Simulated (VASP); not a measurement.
# Al8N7 (a cell with a defect) in VASP: relaxation of the atoms with PBE+D3(BJ)

Aim: the relaxation of the atoms of Al8N7 (a cell with a defect) with PBE+D3(BJ).

Everything below comes from runs of VASP 6.6.1. Logs are shortened: lines on timing, memory, paths and dates and some standing lists are left out, and cuts for length are marked.

## 1. The cell of the first run

The cell holds a defect, 15 atoms: a = 6.222 Å, b = 5.388 Å, c = 4.978 Å, α = 90.00°, β = 90.00°, γ = 90.00°.

## 2. Relaxation of the atoms, PBE+D3(BJ), collinear spin

INCAR reads:

```
SYSTEM = Al8N7
ALGO = Normal
EDIFF = 1E-6
EDIFFG = -0.03
ENCUT = 520
GGA = PE
IBRION = 2
ISIF = 2
ISMEAR = -1
ISPIN = 2
IVDW = 12
KPAR = 2
LASPH = .True.
LCHARG = .False.
LORBIT = 11
LREAL = Auto
LWAVE = .False.
MAGMOM = 0 0 0 0 0 0 0 0 1 0 0 0 0 0 0
NCORE = 2
NELM = 150
NSW = 80
PREC = Accurate
SIGMA = 0.05
```

KPOINTS reads:

```
k-points
0
Gamma
  2 2 2
  0 0 0
```

POSCAR reads:

```
Al8N7
1.0
   -3.1110000000     -5.3884100000      0.0000000000
    4.6665000000     -2.6942050000      0.0000000000
    0.0000000000      0.0000000000      4.9780000000
Al N
8 7
Direct
    0.4953150000      0.3274513000      0.0105692000
    0.4958260000      0.6701015000      0.5098261000
    0.2576183000      0.8348220000      0.0077754000
    0.2467677000      0.1693259000      0.4956110000
   -0.0013817000      0.3272907000      0.0105625000
    0.0044856000      0.6661831000      0.4966349000
    0.7487149000      0.8371161000      0.0037428000
    0.7517752000      0.1659502000      0.5088979000
    0.5005321000      0.3280881000      0.3760300000
    0.4985988000      0.6720561000      0.8893164000
    0.2531279000      0.8238677000      0.3735210000
    0.2513756000      0.1707506000      0.8839275000
   -0.0002553000      0.3536249000      0.3816899000
    0.0017928000      0.6643642000      0.8838819000
    0.7523922000      0.8334957000      0.3881863000
```

Potentials or basis: VASP PAW PBE potentials, release 64 (Al, N).

The run is started by

```sh
cat potpaw_PBE.64/Al/POTCAR potpaw_PBE.64/N/POTCAR > POTCAR
mpirun -np 4 vasp_std > vasp.out
```

OUTCAR:

```text
SYSTEM = Al8N7
   EDIFF = 1E-6
   EDIFFG = -0.03
   ENCUT = 520
   GGA = PE
   IBRION = 2
   ISIF = 2
   ISMEAR = -1
   ISPIN = 2
   IVDW = 12
   LASPH = .True.
   LORBIT = 11
   LREAL = Auto
   NELM = 150
   NSW = 80
   PREC = Accurate
 IVDW          = 12

 ion  position               nearest neighbor table
   1  0.495  0.327  0.011-   9 1.82  12 1.85  10 1.95   4 2.99   3 3.04   8 3.08   7 3.08   8 3.09
                             5 3.09   2 3.10   2 3.10   3 3.11   4 3.11   5 3.13   7 3.17
   2  0.496  0.670  0.510-  11 1.85  10 1.89  15 1.92   9 1.96   3 3.02   3 3.04   7 3.05   6 3.06
                             1 3.10   1 3.10   7 3.10   4 3.11   8 3.11   4 3.11   8 3.15   6 3.17
   3  0.258  0.835  0.008-  11 1.82  10 1.83  12 1.91  14 1.94   2 3.02   4 3.03   6 3.04   2 3.04
                             1 3.04   7 3.06   5 3.10   1 3.11   4 3.12   6 3.13   7 3.17   5 3.17
   4  0.247  0.169  0.496-   9 1.89  13 1.92  12 1.93  11 1.96   5 2.99   1 2.99   3 3.03   6 3.07
                             8 3.08   6 3.10   2 3.11   5 3.11   2 3.11   1 3.11   3 3.12   8 3.14
   5  0.999  0.327  0.011-  13 1.85  12 1.89  14 1.92   4 2.99   6 3.03   8 3.04   8 3.06   7 3.07
                             1 3.09   3 3.10   4 3.11   1 3.13   6 3.14   7 3.16   3 3.17
   6  0.004  0.666  0.497-  13 1.78  11 1.87  15 1.89  14 1.93   5 3.03   3 3.04   2 3.06   7 3.07
                             4 3.07   4 3.10   8 3.12   8 3.12   7 3.12   3 3.13   5 3.14   2 3.17
   7  0.749  0.837  0.004-  10 1.88  15 1.91  14 1.92   8 3.03   2 3.05   3 3.06   5 3.07   6 3.07
                             8 3.08   1 3.08   2 3.10   6 3.12   5 3.16   3 3.17   1 3.17
   8  0.752  0.166  0.509-  15 1.89   9 1.91  13 1.95   7 3.03   5 3.04   5 3.06   1 3.08   7 3.08
                             4 3.08   1 3.09   2 3.11   6 3.12   6 3.12   4 3.14   2 3.15
   9  0.501  0.328  0.376-   1 1.82   4 1.89   8 1.91   2 1.96
  10  0.499  0.672  0.889-   3 1.83   7 1.88   2 1.89   1 1.95
  11  0.253  0.824  0.374-   3 1.82   2 1.85   6 1.87   4 1.96
  12  0.251  0.171  0.884-   1 1.85   5 1.89   3 1.91   4 1.93
  13  1.000  0.354  0.382-   6 1.78   5 1.85   4 1.92   8 1.95
  14  0.002  0.664  0.884-   5 1.92   7 1.92   6 1.93   3 1.94
  15  0.752  0.833  0.388-   6 1.89   8 1.89   7 1.91   2 1.92

  LATTYP: Found a simple orthorhombic cell.
 ALAT       =     4.9780000000
 B/A-ratio  =     1.0824447663
 C/A-ratio  =     1.2498995472

  Lattice vectors:

 A1 = (   0.0000000000,   0.0000000000,  -4.9780000000)
 A2 = (   4.6665000000,  -2.6942050000,   0.0000000000)
 A3 = (  -3.1110000000,  -5.3884100000,   0.0000000000)

Analysis of symmetry for initial positions (statically):
=====================================================================
 Subroutine PRICEL returns:
 Original cell was already a primitive cell.

 Routine SETGRP: Setting up the symmetry group for a
 simple orthorhombic supercell.

 Subroutine GETGRP returns: Found  1 space group operations
 (whereof  1 operations were pure point group operations)
 out of a pool of  8 trial point group operations.

The static configuration has the point symmetry C_1 .

Analysis of symmetry for dynamics (positions and initial velocities):
=====================================================================
 Subroutine PRICEL returns:
 Original cell was already a primitive cell.

 Routine SETGRP: Setting up the symmetry group for a
 simple orthorhombic supercell.

 Subroutine GETGRP returns: Found  1 space group operations
 (whereof  1 operations were pure point group operations)
 out of a pool of  8 trial point group operations.

The dynamic configuration has the point symmetry C_1 .

Analysis of structural, dynamic, and magnetic symmetry:
=====================================================================
 Subroutine PRICEL returns:
 Original cell was already a primitive cell.

 Routine SETGRP: Setting up the symmetry group for a
 simple orthorhombic supercell.

 Subroutine GETGRP returns: Found  1 space group operations
 (whereof  1 operations were pure point group operations)
 out of a pool of  8 trial point group operations.

The overall configuration has the point symmetry C_1 .

 Subroutine INISYM returns: Found  1 space group operations
 (whereof  1 operations are pure point group operations),
 and found     1 'primitive' translations

----------------------------------------------------------------------------------------

                                     Primitive cell

  volume of cell :     166.8958

  direct lattice vectors                    reciprocal lattice vectors
    -3.111000000 -5.388410000  0.000000000    -0.080360013 -0.139187627  0.000000000
     4.666500000 -2.694205000  0.000000000     0.160720026 -0.092791751  0.000000000
     0.000000000  0.000000000  4.978000000     0.000000000  0.000000000  0.200883889

  length of vectors
[... 80 lines left out ...]
   NGXF,Y,Z  is equivalent  to a cutoff of  25.65, 24.68, 26.72 a.u.
 SYSTEM =  Al8N7
   PREC   = accura    normal or accurate (medium, high low for compatibility)
   ISTART =      0    job   : 0-new  1-cont  2-samecut
   ICHARG =      2    charge: 1-file 2-atom 10-const
   ISPIN  =      2    spin polarized calculation?
   LNONCOLLINEAR =      F non collinear calculations
   LSORBIT =      F    spin-orbit coupling
   LASPH  =      T    aspherical Exc in radial PAW
   ENCUT  =  520.0 eV  38.22 Ry    6.18 a.u.  11.57 10.02  9.26*2*pi/ulx,y,z
   NELM   =    150;   NELMIN=  2; NELMDL= -5     # of ELM steps
   EDIFF  = 0.1E-05   stopping-criterion for ELM
   LREAL  =      T    real-space projection
   EDIFFG = -.3E-01   stopping-criterion for IOM
   NSW    =     80    number of steps for IOM
   IBRION =      2    ionic relax: 0-MD 1-quasi-New 2-CG
   NFREE  =      1    steps in history (QN), initial steepest desc. (CG)
   ISIF   =      2    stress and relaxation
   ISYM   =      2    0-nonsym 1-usesym 2-fastsym
   POTIM  = 0.5000    time-step for ionic-motion
   TEBEG  =    0.0;   TEEND  =   0.0 temperature during run
   PSTRESS=    0.0 pullay stress
   NELECT =      59.0000    total number of electrons
   NUPDOWN=      -1.0000    fix difference up-down
   EMIN   =  10.00;   EMAX   =-10.00  energy-range for DOS
   EFERMI =   0.00;   METHOD = LEGACY
   ISMEAR =    -1;   SIGMA  =   0.05  broadening in eV -4-tet -1-fermi 0-gaus
   EFERMI_NEDOS =   21; number of points for ismear=-14 and -15
   IALGO  =     38    algorithm
   IMIX   =      4    mixing-type and parameters
     AMIX     =   0.40;   BMIX     =  1.00
     AMIX_MAG =   1.60;   BMIX_MAG =  1.00
  volume/ion in A,a.u.               =      11.13        75.08
  Fermi-wavevector in a.u.,A,eV,Ry     =   1.157560  2.187472 18.231073  1.339946
  Thomas-Fermi vector in A             =   2.294171
   LORBIT       =     11    0 simple, 1 ext, 2 COOP (PROOUT), +10 PAW based schemes
   GGA     = PE    functional components
   LHFCALC =     F    Hartree Fock is set to
   AEXX    =    0.0000 exact exchange contribution
   IVDW    =    12    specifies the selected vdW correction
   LEPSILON=     F    determine dielectric tensor
   LRPA    =     F    only Hartree local field effects (RPA)
 conjugate gradient relaxation of ions
 spin polarized calculation
  energy-cutoff  :      520.00
  volume of cell :      166.90
 maximum number of plane-waves:      4540
 NGX is ok and might be reduce to    48
   NGX = 23   NGY = 21   NGZ = 19

--------------------------------------- Ionic step        1  -------------------------------------------

 number of electron      58.9999999 magnetization       0.4307169

 Free energy of the ion-electron system (eV)
  ---------------------------------------------------
  ext. energy  EPLUGINS =         0.00000000
  ---------------------------------------------------
  free energy    TOTEN  =      -104.60035397 eV

  energy without entropy =     -104.57414659  energy(sigma->0) =     -104.58725028

------------------------ aborting loop because EDIFF is reached ----------------------------------------

 Edisp (eV)   -3.98350

 E8    (eV) :    -1.5762
[... 144 lines left out ...]
  FREE ENERGIE OF THE ION-ELECTRON SYSTEM (eV)
  ---------------------------------------------------
  free  energy   TOTEN  =      -109.0226335665 eV

  energy  without entropy=     -108.9994334177  energy(sigma->0) =     -109.01103349

[... ionic steps 4 to 33 ...]

--------------------------------------- Ionic step       34  -------------------------------------------

 number of electron      58.9999998 magnetization      -0.0000000

 number of electron      58.9999998 magnetization       0.0000000
[... 107 lines left out ...]
 number of electron      58.9999999 magnetization      -0.0000000

 number of electron      58.9999999 magnetization       0.0000000

 Free energy of the ion-electron system (eV)
  ---------------------------------------------------
  ext. energy  EPLUGINS =         0.00000000
  ---------------------------------------------------
  free energy    TOTEN  =      -105.15303484 eV

  energy without entropy =     -105.14552626  energy(sigma->0) =     -105.14928055

 E-fermi :   9.1890     XC(G=0): -10.7462

 val. band max:        9.0219053539   @ k =   0.5000   0.5000   0.0000
 cond. band min:       9.3167029386   @ k =   0.0000   0.5000   0.0000
 fundamental gap:      0.2947975846
 Fermi energy:         9.1890395416

 spin component 1

 k-point     1 :       0.0000    0.0000    0.0000
  band No.  band energies     occupation
      1      -9.1273      1.00000
      2      -7.4341      1.00000
      3      -7.4265      1.00000
      4      -7.2288      1.00000
      5      -6.9377      1.00000
      6      -6.6744      1.00000
[... 317 lines left out ...]
     37      13.0948      0.00000
     38      13.2797      0.00000
 Fermi energy:         9.1890395416

 spin component 2

 k-point     1 :       0.0000    0.0000    0.0000
  band No.  band energies     occupation
      1      -9.1273      1.00000
      2      -7.4341      1.00000
      3      -7.4265      1.00000
      4      -7.2288      1.00000
      5      -6.9377      1.00000
      6      -6.6744      1.00000
[... 363 lines left out ...]
  FREE ENERGIE OF THE ION-ELECTRON SYSTEM (eV)
  ---------------------------------------------------
  free  energy   TOTEN  =      -109.1363733762 eV

  energy  without entropy=     -109.1288647955  energy(sigma->0) =     -109.13261909

 reached required accuracy - stopping structural energy minimisation

 total charge

# of ion       s       p       d       tot
------------------------------------------
    1        0.396   0.409   0.000   0.805
    2        0.367   0.439   0.000   0.806
    3        0.365   0.432   0.000   0.797
    4        0.366   0.436   0.000   0.802
    5        0.385   0.404   0.000   0.789
    6        0.367   0.438   0.000   0.805
    7        0.372   0.396   0.000   0.768
    8        0.371   0.408   0.000   0.779
    9        1.230   2.611   0.000   3.841
   10        1.231   2.605   0.000   3.835
   11        1.223   2.645   0.000   3.868
   12        1.246   2.605   0.000   3.851
   13        1.228   2.618   0.000   3.845
   14        1.232   2.605   0.000   3.837
   15        1.227   2.617   0.000   3.844
--------------------------------------------------
tot         11.606  21.667   0.000  33.274

 magnetization (x)

# of ion       s       p       d       tot
------------------------------------------
    1       -0.000  -0.000   0.000  -0.000
    2       -0.000  -0.000   0.000  -0.000
    3       -0.000  -0.000   0.000  -0.000
    4       -0.000  -0.000   0.000  -0.000
    5       -0.000  -0.000   0.000  -0.000
    6       -0.000  -0.000   0.000  -0.000
    7       -0.000  -0.000   0.000  -0.000
    8       -0.000  -0.000   0.000  -0.000
    9       -0.000   0.000   0.000   0.000
   10       -0.000   0.000   0.000  -0.000
   11       -0.000  -0.000   0.000  -0.000
   12       -0.000   0.000   0.000  -0.000
   13       -0.000   0.000   0.000  -0.000
   14       -0.000   0.000   0.000   0.000
   15       -0.000   0.000   0.000   0.000
--------------------------------------------------
tot         -0.000  -0.000   0.000  -0.000
```

Wall time 17 min (4 MPI ranks of Oxide Virtual Turin-like, shared host); peak memory 0.24 GiB.

What came out:

| Item | Value |
| --- | --- |
| Free energy | -109.1364 eV |
| Energy gained by relaxing | 36.8 meV/atom |
| Ionic steps | 36 |
| Pressure after relaxing | -1.6 GPa |
| Largest force after relaxing | 0.029 eV/Å |
| Net moment | 0.00 μB per cell |
| Valence electrons inside the program's atomic spheres | Al 0.81, 0.80, 0.79, 0.77, 0.78 (each value once); N 3.84, 3.83, 3.87, 3.85 (each value once) |
| Dispersion energy per atom | -0.266 eV |

Forces on the atoms (eV/Å):
```
Al  -0.006  0.007  0.017
Al  -0.018  0.000  0.023
Al  -0.017  0.000  0.000
Al   0.004  0.009 -0.016
Al   0.013  0.001 -0.003
Al   0.007 -0.003 -0.023
Al   0.007 -0.008  0.004
Al   0.006 -0.003  0.002
N   -0.015 -0.005  0.003
N    0.003 -0.014  0.010
N   -0.017 -0.015 -0.002
N   -0.002  0.009  0.001
N    0.013  0.007 -0.018
N    0.013  0.002 -0.014
N    0.007  0.012  0.016
```

The path:
```csv
step,energy change (eV),largest force (eV/Å),pressure (GPa)
1,0.0000,2.5444,0.47
2,-0.3893,1.0848,-0.66
3,-0.4388,0.6293,-0.70
4,-0.4793,0.2140,-1.09
5,-0.4812,0.2791,-1.17
6,-0.4949,0.1017,-1.42
7,-0.4958,0.1139,-1.49
8,-0.4989,0.0886,-1.50
9,-0.4991,0.1198,-1.50
10,-0.5010,0.0661,-1.48
11,-0.5016,0.0836,-1.47
12,-0.5035,0.0947,-1.47
13,-0.5079,0.2606,-1.46
14,-0.4963,0.5578,-1.44
15,-0.5067,0.3272,-1.44
16,-0.5056,0.4241,-1.44
17,-0.5072,0.3606,-1.44
18,-0.5075,0.3635,-1.44
19,-0.5083,0.3718,-1.44
20,-0.5094,0.3873,-1.45
21,-0.5091,0.4115,-1.46
22,-0.5097,0.3975,-1.45
23,-0.5112,0.3853,-1.46
24,-0.5155,0.3444,-1.47
25,-0.5225,0.2643,-1.49
26,-0.5295,0.2039,-1.53
27,-0.5298,0.2296,-1.54
28,-0.5339,0.2024,-1.56
29,-0.5422,0.1236,-1.63
30,-0.5404,0.2555,-1.76
31,-0.5445,0.1562,-1.68
32,-0.5476,0.1028,-1.68
33,-0.5493,0.1062,-1.66
34,-0.5509,0.0564,-1.65
35,-0.5517,0.0769,-1.64
36,-0.5525,0.0286,-1.62
```

Final structure:
```cif
data_structure
_symmetry_space_group_name_H-M 'P 1'
_symmetry_Int_Tables_number 1
_cell_length_a 6.2220
_cell_length_b 5.3884
_cell_length_c 4.9780
_cell_angle_alpha 90.000
_cell_angle_beta 90.000
_cell_angle_gamma 90.000
_cell_volume 166.90
loop_
_atom_site_label
_atom_site_type_symbol
_atom_site_fract_x
_atom_site_fract_y
_atom_site_fract_z
_atom_site_occupancy
Al1 Al 0.50256 0.34031 0.98601 1
Al2 Al 0.50014 0.67191 0.50066 1
Al3 Al 0.24797 0.83178 0.00374 1
Al4 Al 0.24994 0.16711 0.49971 1
Al5 Al 0.99695 0.30907 0.00627 1
Al6 Al 0.99928 0.66633 0.50752 1
Al7 Al 0.76496 0.84409 0.00578 1
Al8 Al 0.74045 0.17480 0.51553 1
N1 N 0.49742 0.33957 0.36928 1
N2 N 0.50750 0.68131 0.88471 1
N3 N 0.24791 0.83348 0.38559 1
N4 N 0.25529 0.16322 0.87995 1
N5 N 0.99483 0.33245 0.39235 1
N6 N 0.00101 0.64756 0.88957 1
N7 N 0.75047 0.84152 0.39350 1
```

Caveat: the k points lie up to 0.63 Å⁻¹ apart.
